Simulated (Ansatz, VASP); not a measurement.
# Two plane-wave programs on B5Pt

```
B Pt
1.0
     0.00000    2.91583    2.91583
     2.91583    0.00000    2.91583
     2.91583    2.91583    0.00000
B Pt
5 1
Direct
  0.16981 0.61006 0.61006
  0.61006 0.16981 0.61006
  0.25000 0.25000 0.25000
  0.61006 0.61006 0.16981
  0.61006 0.61006 0.61006
  0.00000 0.00000 0.00000
```

Change from the starting cell: species swapped into the CaAu5 type (F-43m, No. 216).

Alike in both runs: functional PBE; k mesh 12 × 12 × 12; occupations gaussian, width 0.1 eV; no spin polarisation.

Ansatz relaxed the structure, and its values are those at the end. VASP's run is a single point on that final structure, the one shown.

|  | VASP | Ansatz |
| --- | --- | --- |
| version | VASP 6.6.1 | Ansatz 0.2.0 |
| potentials or method | VASP PAW PBE potentials, release 64 (B, Pt), cutoff 520 eV | scalar-relativistic, plane waves, PAW |
| valence electrons in the cell | 25 | 33 |

VASP gave:

| Property | Result |
| --- | --- |
| gap on the k mesh at the Fermi level (eV) | none |
| pressure (GPa) | -0.2 |
| rms of the force components (eV/Å) | 0.007 |

Q: What did Ansatz give for the same quantities?

A: gap on the k mesh at the Fermi level (eV): none; pressure (GPa): 0.0; rms of the force components (eV/Å): 0.000.

A gap of «none» marks a metal or a gap that the smearing closes. VASP's potentials hold 25 valence electrons a cell and Ansatz's 33, so a difference there can come from the potentials and not from the codes.

Neither program's run includes spin-orbit coupling.
